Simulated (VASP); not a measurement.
# Cr2W (P6/mmm) in VASP: a series of runs

Runs on Cr2W. Level: PBE. Tasks: single point, relaxation of cell and atoms.

All numbers are computed with VASP 6.6.1; they aren't measurements. Logs are shortened: lines on timing, memory, paths and dates and some standing lists are left out, and cuts for length are marked.

**1. The cell of the first run**

Symmetry: P6/mmm, No. 191, hexagonal system. Conventional cell: a = 4.371 Å, b = 4.371 Å, c = 2.461 Å, α = 90.00°, β = 90.00°, γ = 120.00°. Cr (site symmetry -6m2) has 5 Cr at 2.46 to 2.52 Å and 6 W at 2.81 Å within 3.2 Å. W (site symmetry 6/mmm) has 2 W at 2.46 Å and 12 Cr at 2.81 Å within 3.2 Å.

**2. Single point, PBE**

Input file INCAR:

```
SYSTEM = Cr2W
PREC = Accurate
ENCUT = 520
EDIFF = 1E-7
ISMEAR = 0
SIGMA = 0.1
LREAL = .FALSE.
LASPH = .TRUE.
NELM = 100
ALGO = Fast
ISIF = 2
LWAVE = .FALSE.
LCHARG = .FALSE.
GGA = PE
NBANDS = 26
```

Input file KPOINTS:

```
regular mesh
0
G
  12 12 18
  0 0 0
```

Input file POSCAR:

```
Cr2W
1.0
    4.3709019467      0.0000000000      0.0000000000
   -2.1854509733      3.7853121233      0.0000000000
    0.0000000000      0.0000000000      2.4608489724
Cr W
2 1
Direct
    0.3333333333      0.6666666667      0.5000000000
    0.6666666667      0.3333333333      0.5000000000
    0.0000000000      0.0000000000      0.0000000000
```

Potentials or basis: VASP PAW PBE potentials, release 64 (Cr_pv, W_sv).

Started as:

```bash
$ cat potpaw_PBE.64/Cr_pv/POTCAR potpaw_PBE.64/W_sv/POTCAR > POTCAR
$ mpirun -np 1 vasp_std > vasp.out
```

OUTCAR:

```text
SYSTEM = Cr2W
   PREC = Accurate
   ENCUT = 520
   EDIFF = 1E-7
   ISMEAR = 0
   LREAL = .FALSE.
   LASPH = .TRUE.
   NELM = 100
   ISIF = 2
   GGA = PE

 ion  position               nearest neighbor table
   1  0.333  0.667  0.500-   2 2.52   2 2.52   2 2.52   3 2.81   3 2.81   3 2.81   3 2.81   3 2.81
                             3 2.81
   2  0.667  0.333  0.500-   1 2.52   1 2.52   1 2.52   3 2.81   3 2.81   3 2.81   3 2.81   3 2.81
                             3 2.81
   3  0.000  0.000  0.000-   1 2.81   2 2.81   1 2.81   2 2.81   1 2.81   1 2.81   2 2.81   2 2.81
                             2 2.81   2 2.81   1 2.81   1 2.81

  LATTYP: Found a hexagonal cell.
 ALAT       =     4.3709019467
 C/A-ratio  =     0.5630071327

  Lattice vectors:

 A1 = (   4.3709019467,   0.0000000000,   0.0000000000)
 A2 = (  -2.1854509733,   3.7853121233,   0.0000000000)
 A3 = (   0.0000000000,   0.0000000000,   2.4608489724)

Analysis of symmetry for initial positions (statically):
=====================================================================
 Subroutine PRICEL returns:
 Original cell was already a primitive cell.

 Routine SETGRP: Setting up the symmetry group for a
 hexagonal supercell.

 Subroutine GETGRP returns: Found 24 space group operations
 (whereof 24 operations were pure point group operations)
 out of a pool of 24 trial point group operations.

The static configuration has the point symmetry D_6h.

Analysis of symmetry for dynamics (positions and initial velocities):
=====================================================================
 Subroutine PRICEL returns:
 Original cell was already a primitive cell.

 Routine SETGRP: Setting up the symmetry group for a
 hexagonal supercell.

 Subroutine GETGRP returns: Found 24 space group operations
 (whereof 24 operations were pure point group operations)
 out of a pool of 24 trial point group operations.

The dynamic configuration has the point symmetry D_6h.

 Subroutine INISYM returns: Found 24 space group operations
 (whereof 24 operations are pure point group operations),
 and found     1 'primitive' translations

----------------------------------------------------------------------------------------

                                     Primitive cell

  volume of cell :      40.7153

  direct lattice vectors                    reciprocal lattice vectors
     4.370901947  0.000000000  0.000000000     0.228785732  0.132089504  0.000000000
    -2.185450973  3.785312123  0.000000000     0.000000000  0.264179008  0.000000000
     0.000000000  0.000000000  2.460848972     0.000000000  0.000000000  0.406363825

  length of vectors
[... 88 lines left out ...]
   IBRION =     -1    ionic relax: 0-MD 1-quasi-New 2-CG
   NFREE  =      0    steps in history (QN), initial steepest desc. (CG)
   ISIF   =      2    stress and relaxation
   ISYM   =      2    0-nonsym 1-usesym 2-fastsym
   POTIM  = 0.5000    time-step for ionic-motion
   TEBEG  =    0.0;   TEEND  =   0.0 temperature during run
   PSTRESS=    0.0 pullay stress
   NELECT =      38.0000    total number of electrons
   NUPDOWN=      -1.0000    fix difference up-down
   EMIN   =  10.00;   EMAX   =-10.00  energy-range for DOS
   EFERMI =   0.00;   METHOD = LEGACY
   ISMEAR =     0;   SIGMA  =   0.10  broadening in eV -4-tet -1-fermi 0-gaus
   EFERMI_NEDOS =   21; number of points for ismear=-14 and -15
   IALGO  =     68    algorithm
   IMIX   =      4    mixing-type and parameters
     AMIX     =   0.40;   BMIX     =  1.00
     AMIX_MAG =   1.60;   BMIX_MAG =  1.00
  volume/ion in A,a.u.               =      13.57        91.59
  Fermi-wavevector in a.u.,A,eV,Ry     =   1.599865  3.023307 34.825056  2.559569
  Thomas-Fermi vector in A             =   2.697091
   LORBIT       =      0    0 simple, 1 ext, 2 COOP (PROOUT), +10 PAW based schemes
   GGA     = PE    functional components
   LHFCALC =     F    Hartree Fock is set to
   AEXX    =    0.0000 exact exchange contribution
   IVDW    =     0    specifies the selected vdW correction
   LEPSILON=     F    determine dielectric tensor
   LRPA    =     F    only Hartree local field effects (RPA)
 non-spin polarized calculation
 RMM-DIIS sequential band-by-band and
 Gauss-broadening in eV      SIGMA  =   0.10
  energy-cutoff  :      520.00
  volume of cell :       40.72
 maximum number of plane-waves:      1110
 NGX is ok and might be reduce to    36
   NGX = 17   NGY = 17   NGZ =  9

 number of electron      37.9999998 magnetization

 Free energy of the ion-electron system (eV)
  ---------------------------------------------------
  ext. energy  EPLUGINS =         0.00000000
  ---------------------------------------------------
  free energy    TOTEN  =       -30.64135822 eV

  energy without entropy =      -30.61567837  energy(sigma->0) =      -30.62851829

 E-fermi :  10.3630     XC(G=0): -13.3723

 val. band max:       10.3598199445   @ k =   0.2500   0.0833   0.3333
 cond. band min:      10.3633385299   @ k =   0.1667   0.0000   0.4444
 fundamental gap:      0.0035185854
 Fermi energy:        10.3630352297

 k-point     1 :       0.0000    0.0000    0.0000
  band No.  band energies     occupation
      1     -63.3919      2.00000
      2     -32.6698      2.00000
      3     -32.6698      2.00000
      4     -32.3401      2.00000
      5     -32.3401      2.00000
      6     -32.2740      2.00000
[... 685 lines left out ...]
     25      13.8026      0.00000
     26      14.2152      0.00000

 [... further k-points ...]

------------------------ aborting loop because EDIFF is reached ----------------------------------------

  FORCE on cell =-STRESS in cart. coord.  units (eV):
  Direction    XX          YY          ZZ          XY          YZ          ZX
  --------------------------------------------------------------------------------------
  -------------------------------------------------------------------------------------
  Total       -0.0001350     -0.0001350      0.1499547     -0.0000000      0.0000000      0.0000000
  in kB       -0.0053114     -0.0053114      5.9008275     -0.0000000      0.0000000      0.0000000
  external PRESSURE =       1.9634015 kB  Pullay stress =       0.0000000 kB

 VOLUME and BASIS-vectors are now :
 -----------------------------------------------------------------------------
  energy-cutoff  :      520.00
  volume of cell :       40.72
      direct lattice vectors                 reciprocal lattice vectors
     4.370901947  0.000000000  0.000000000     0.228785732  0.132089504  0.000000000
    -2.185450973  3.785312123  0.000000000     0.000000000  0.264179008  0.000000000
     0.000000000  0.000000000  2.460848972     0.000000000  0.000000000  0.406363825

 POSITION                                       TOTAL-FORCE (eV/Angst)
 -----------------------------------------------------------------------------------
     -0.00000      2.52354      1.23042        -0.000000      0.000000      0.000000
      2.18545      1.26177      1.23042         0.000000     -0.000000     -0.000000
      0.00000      0.00000      0.00000         0.000000      0.000000     -0.000000
 -----------------------------------------------------------------------------------
    total drift:                                0.000000      0.000000     -0.000000

  FREE ENERGIE OF THE ION-ELECTRON SYSTEM (eV)
  ---------------------------------------------------
  free  energy   TOTEN  =       -30.6413582164 eV

  energy  without entropy=      -30.6156783689  energy(sigma->0) =      -30.62851829
```

Wall time 6.2 min (1 thread of Oxide Virtual Turin-like, shared host); peak memory 0.27 GiB.

Results:

```
Free energy            : -30.6414 eV
Pressure               : 0.2 GPa
Band gap on the k mesh : zero (bands 19 and 20 overlap by 0.78 eV)
```

Caveat: spin-orbit coupling is left out, which moves the levels of the heavy elements; the run has no spin polarisation, though such a crystal can be magnetic.

**3. Relaxation of cell and atoms, PBE**

Input file INCAR:

```
SYSTEM = Cr2W
PREC = Accurate
ENCUT = 600
EDIFF = 1E-6
ISMEAR = 0
SIGMA = 0.1
LREAL = .FALSE.
LASPH = .TRUE.
NELM = 80
ALGO = Fast
ISIF = 3
LWAVE = .FALSE.
LCHARG = .FALSE.
GGA = PE
IBRION = 2
NSW = 100
EDIFFG = -0.01
```

Input file KPOINTS:

```
Automatic mesh
0
G
  12 12 18
  0 0 0
```

Input file POSCAR:

```
Cr2W
1.0
    4.3984979626      0.0000000000      0.0000000000
   -2.1992489813      3.8092109741      0.0000000000
    0.0000000000      0.0000000000      2.4330216226
Cr W
2 1
Direct
    0.3333333333      0.6666666667      0.5000000000
    0.6666666667      0.3333333333      0.5000000000
    0.0000000000      0.0000000000      0.0000000000
```

Potentials or basis: VASP PAW PBE potentials, release 64 (Cr_pv, W_sv).

Started as:

```bash
$ cat potpaw_PBE.64/Cr_pv/POTCAR potpaw_PBE.64/W_sv/POTCAR > POTCAR
$ mpirun -np 1 vasp_std > vasp.out
```

OUTCAR:

```text
SYSTEM = Cr2W
   PREC = Accurate
   ENCUT = 600
   EDIFF = 1E-6
   ISMEAR = 0
   LREAL = .FALSE.
   LASPH = .TRUE.
   NELM = 80
   ISIF = 3
   GGA = PE
   IBRION = 2
   NSW = 100
   EDIFFG = -0.01

 ion  position               nearest neighbor table
   1  0.333  0.667  0.500-   2 2.54   2 2.54   2 2.54   3 2.82   3 2.82   3 2.82   3 2.82   3 2.82
                             3 2.82
   2  0.667  0.333  0.500-   1 2.54   1 2.54   1 2.54   3 2.82   3 2.82   3 2.82   3 2.82   3 2.82
                             3 2.82
   3  0.000  0.000  0.000-   1 2.82   2 2.82   1 2.82   2 2.82   1 2.82   1 2.82   2 2.82   2 2.82
                             2 2.82   2 2.82   1 2.82   1 2.82

  LATTYP: Found a hexagonal cell.
 ALAT       =     4.3984979626
 C/A-ratio  =     0.5531482891

  Lattice vectors:

 A1 = (   4.3984979626,   0.0000000000,   0.0000000000)
 A2 = (  -2.1992489813,   3.8092109741,   0.0000000000)
 A3 = (   0.0000000000,   0.0000000000,   2.4330216226)

Analysis of symmetry for initial positions (statically):
=====================================================================
 Subroutine PRICEL returns:
 Original cell was already a primitive cell.

 Routine SETGRP: Setting up the symmetry group for a
 hexagonal supercell.

 Subroutine GETGRP returns: Found 24 space group operations
 (whereof 24 operations were pure point group operations)
 out of a pool of 24 trial point group operations.

The static configuration has the point symmetry D_6h.

Analysis of symmetry for dynamics (positions and initial velocities):
=====================================================================
 Subroutine PRICEL returns:
 Original cell was already a primitive cell.

 Routine SETGRP: Setting up the symmetry group for a
 hexagonal supercell.

 Subroutine GETGRP returns: Found 24 space group operations
 (whereof 24 operations were pure point group operations)
 out of a pool of 24 trial point group operations.
[... 130 lines left out ...]
   AEXX    =    0.0000 exact exchange contribution
   IVDW    =     0    specifies the selected vdW correction
   LEPSILON=     F    determine dielectric tensor
   LRPA    =     F    only Hartree local field effects (RPA)
 conjugate gradient relaxation of ions
 non-spin polarized calculation
 RMM-DIIS sequential band-by-band and
 Gauss-broadening in eV      SIGMA  =   0.10
  energy-cutoff  :      600.00
  volume of cell :       40.76
 maximum number of plane-waves:      1390
 NGX is ok and might be reduce to    36
   NGX = 17   NGY = 17   NGZ =  9

--------------------------------------- Ionic step        1  -------------------------------------------

 number of electron      38.0000001 magnetization

 Free energy of the ion-electron system (eV)
  ---------------------------------------------------
  ext. energy  EPLUGINS =         0.00000000
  ---------------------------------------------------
  free energy    TOTEN  =       -30.62877226 eV

  energy without entropy =      -30.60478634  energy(sigma->0) =      -30.61677930

------------------------ aborting loop because EDIFF is reached ----------------------------------------

  FORCE on cell =-STRESS in cart. coord.  units (eV):
  Direction    XX          YY          ZZ          XY          YZ          ZX
  --------------------------------------------------------------------------------------
  -------------------------------------------------------------------------------------
  Total       -0.5417214     -0.5417214      1.4341655      0.0000000      0.0000000      0.0000000
  in kB      -21.2912527    -21.2912527     56.3669414      0.0000000      0.0000000      0.0000000
  external PRESSURE =       4.5948120 kB  Pullay stress =       0.0000000 kB
[... 135 lines left out ...]
--------------------------------------- Ionic step        5  -------------------------------------------

 number of electron      38.0000020 magnetization

 Free energy of the ion-electron system (eV)
  ---------------------------------------------------
  ext. energy  EPLUGINS =         0.00000000
  ---------------------------------------------------
  free energy    TOTEN  =       -30.64124665 eV

  energy without entropy =      -30.61537217  energy(sigma->0) =      -30.62830941

 E-fermi :  10.3603     XC(G=0): -13.3720

 val. band max:       10.3588962124   @ k =   0.4167   0.0833   0.2778
 cond. band min:      10.3623193908   @ k =   0.3333   0.1667   0.1667
 fundamental gap:      0.0034231784
 Fermi energy:        10.3603496583

 k-point     1 :       0.0000    0.0000    0.0000
  band No.  band energies     occupation
      1     -63.3923      2.00000
      2     -32.6709      2.00000
      3     -32.6709      2.00000
      4     -32.3395      2.00000
      5     -32.3395      2.00000
      6     -32.2776      2.00000
[... 613 lines left out ...]
     22      11.1696      0.00000
     23      11.9034      0.00000

 [... further k-points ...]

------------------------ aborting loop because EDIFF is reached ----------------------------------------

  FORCE on cell =-STRESS in cart. coord.  units (eV):
  Direction    XX          YY          ZZ          XY          YZ          ZX
  --------------------------------------------------------------------------------------
  -------------------------------------------------------------------------------------
  Total        0.0040924      0.0040924     -0.0244236      0.0000000     -0.0000000      0.0000000
  in kB        0.1610224      0.1610224     -0.9609935      0.0000000     -0.0000000      0.0000000
  external PRESSURE =      -0.2129829 kB  Pullay stress =       0.0000000 kB
[... 18 lines left out ...]
  FREE ENERGIE OF THE ION-ELECTRON SYSTEM (eV)
  ---------------------------------------------------
  free  energy   TOTEN  =       -30.6412466539 eV

  energy  without entropy=      -30.6153721724  energy(sigma->0) =      -30.62830941

 reached required accuracy - stopping structural energy minimisation
```

It took 22 min on 1 thread of Oxide Virtual Turin-like, shared host; peak memory 0.31 GiB.

What came out:

```yaml
Free_energy: -30.6412 eV
Relaxed_volume: 13.57 Å³/atom
Relaxed_cell: a = 4.368 Å, b = 4.368 Å, c = 2.464 Å, α = 90.00°, β = 90.00°, γ = 120.00°
Space_group_after_relaxing_to_0.1_Å: P6/mmm (No. 191)
Energy_gained_by_relaxing: 4.2 meV/atom
Ionic_steps: 5
Pressure_after_relaxing: 0.0 GPa
Band_gap_on_the_k_mesh: zero (bands 19 and 20 overlap by 0.77 eV)
```

Stress tensor (GPa, compression positive):
```
 0.02  0.00  0.00
 0.00  0.02  0.00
 0.00  0.00 -0.10
```

Step by step:
```tsv
step	energy change (eV)	largest force (eV/Å)	pressure (GPa)	volume (Å³)
1	0.0000	0.0000	0.46	40.76
2	-0.0062	0.0000	-1.97	40.98
3	-0.0119	0.0000	-0.97	40.89
4	-0.0111	0.0000	1.64	40.46
5	-0.0125	0.0000	-0.02	40.72
```

Final structure:
```
CELL_PARAMETERS angstrom
4.36819 0.00000 0.00000
-2.18410 3.78297 0.00000
0.00000 0.00000 2.46414
ATOMIC_POSITIONS crystal
Cr 0.33333 0.66667 0.50000
Cr 0.66667 0.33333 0.50000
W 0.00000 0.00000 0.00000
```

Levels at points of the mesh, in eV from the Fermi level:
| k point | band 17 | band 18 | band 19 | band 20 | band 21 | band 22 |
| --- | --- | --- | --- | --- | --- | --- |
| (0.00, 0.00, 0.00) | -1.64 | -1.57 | -0.16 | -0.16 | 0.89 | 0.89 |
| (0.50, 0.00, 0.00) | -1.71 | -1.52 | 0.45 | 0.60 | 1.02 | 1.40 |
| (0.00, 0.00, 0.50) | -0.51 | -0.51 | -0.04 | -0.04 | 2.47 | 2.47 |
| (0.50, 0.00, 0.50) | -1.21 | -0.22 | 0.07 | 0.61 | 0.92 | 1.23 |

Caveat: spin-orbit coupling is left out, which moves the levels of the heavy elements; the run has no spin polarisation, though such a crystal can be magnetic.
